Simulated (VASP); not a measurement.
Wanted: the native input for a VASP 6.6.1 run.

```yaml
Task: relaxation of cell and atoms
Functional: PBE
Potentials_or_basis: VASP PAW PBE potentials, release 64 (K_sv, Os)
Cutoff: 600 eV
k_mesh: 12 × 12 × 18
Occupations: gaussian, width 0.1 eV
Spin: no spin polarisation
Dipole_correction: no
Further_INCAR_settings: ALGO = Fast; EDIFF = 1e-06; IBRION = 2; EDIFFG = -0.01; NSW = 100; ISIF = 3
```

The structure of K2Os lies in POSCAR:

```
K2Os
1.0
    5.7263958166      0.0000000000      0.0000000000
   -2.8631979083      4.9592042493      0.0000000000
    0.0000000000      0.0000000000      2.6847982487
K Os
2 1
Direct
    0.3333333333      0.6666666667      0.5000000000
    0.6666666667      0.3333333333      0.5000000000
    0.0000000000      0.0000000000      0.0000000000
```

The input as run:

INCAR

```
SYSTEM = K2Os
PREC = Accurate
ENCUT = 600
EDIFF = 1E-6
ISMEAR = 0
SIGMA = 0.1
LREAL = .False.
LASPH = .True.
NELM = 80
ALGO = Fast
ISIF = 3
LWAVE = .False.
LCHARG = .False.
GGA = PE
IBRION = 2
NSW = 100
EDIFFG = -0.01
```

KPOINTS

```
regular mesh
0
Gamma
  12 12 18
  0 0 0
```

Potentials or basis: VASP PAW PBE potentials, release 64 (K_sv, Os).

Run with:

```sh
$ cat potpaw_PBE.64/K_sv/POTCAR potpaw_PBE.64/Os/POTCAR > POTCAR
$ mpirun -np 1 vasp_std > vasp.out
```

It gave:

The relaxed volume is 25.52 Å³/atom and the relaxed cell is a = 5.740 Å, b = 5.740 Å, c = 2.683 Å, α = 90.00°, β = 90.00°, γ = 120.00°. The space group after relaxing (to 0.05 Å) is P6/mmm (No. 191) and the energy gained by relaxing is 0.1 meV/atom. The ionic steps are 3, the pressure after relaxing is 0.0 GPa and the band gap on the k mesh is zero (band 13 reaches 3.74 eV, above the bottom of band 14 at 2.00 eV).

Caveat: spin-orbit coupling is left out, which moves the levels of the heavy elements.

It took 21 min on 1 thread of Oxide Virtual Turin-like Processor, on a shared host, peak memory 0.44 GiB.
